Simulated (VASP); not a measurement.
A run of VASP 6.6.1 is set up as follows.

The input POSCAR:

```
ScTl2Co3
1.0
    5.3292859784     -0.0025448919      0.0000000000
   -2.6668469302      4.6140245954      0.0000000000
    0.0000000000      0.0000000000      4.1224730488
Sc Co Tl
1 3 2
Direct
    0.0000000000      0.0000000000      0.0000000000
    0.5000000000      0.0000000000      0.5000000000
    0.5000000000      0.5000000000      0.5000000000
    0.0000000000      0.5000000000      0.5000000000
    0.3333629192      0.6666370808      0.0000000000
    0.6666370808      0.3333629192      0.0000000000
```

File INCAR.step1:

```
  ALGO = Normal
  EDIFF = 1E-4
  ENCUT = 520
  GGA = PE
  ISMEAR = -1
  ISYM = 0
  LASPH = True
  LCHARG = False
  LREAL = False
  LWAVE = True
  NBANDS = 41
  NELM = 80
  PREC = Accurate
  SIGMA = 0.042
```

The input INCAR.step2:

```
  ALGO = Normal
  EDIFF = 1E-6
  ENCUT = 520
  ISIF = 2
  ISMEAR = -1
  ISTART = 1
  ISYM = 0
  LASPH = True
  LCHARG = False
  LMIXTAU = True
  LREAL = False
  LWAVE = False
  METAGGA = R2SCAN
  NBANDS = 41
  NELM = 80
  PREC = Accurate
  SIGMA = 0.042
```

The input KPOINTS:

```
Automatic mesh
0
Gamma
  4 4 5
  0.5 0.5 0.5
```

Potentials or basis: VASP PAW PBE potentials, release 64 (Sc_sv, Co, Tl_d).

Run with:

```console
$ cat potpaw_PBE.64/Sc_sv/POTCAR potpaw_PBE.64/Co/POTCAR potpaw_PBE.64/Tl_d/POTCAR > POTCAR
$ cp INCAR.step1 INCAR
$ mpirun -np 1 vasp_std > vasp.out
$ cp INCAR.step2 INCAR
$ mpirun -np 1 vasp_std > vasp.out
```

Q: Estimate the pressure.

A: 0.4 GPa.

Q: Predict the band gap on the k mesh.

A: Zero (bands 32 and 33 overlap by 0.41 eV).

Caveat: the PAW data sets were made with another functional, which shifts forces and pressure a little; spin-orbit coupling is left out, which moves the levels of the heavy elements; the run has no spin polarisation, though such a crystal can be magnetic. Spin polarisation is off, so any magnetic state and its effect on volume and gap are missing.
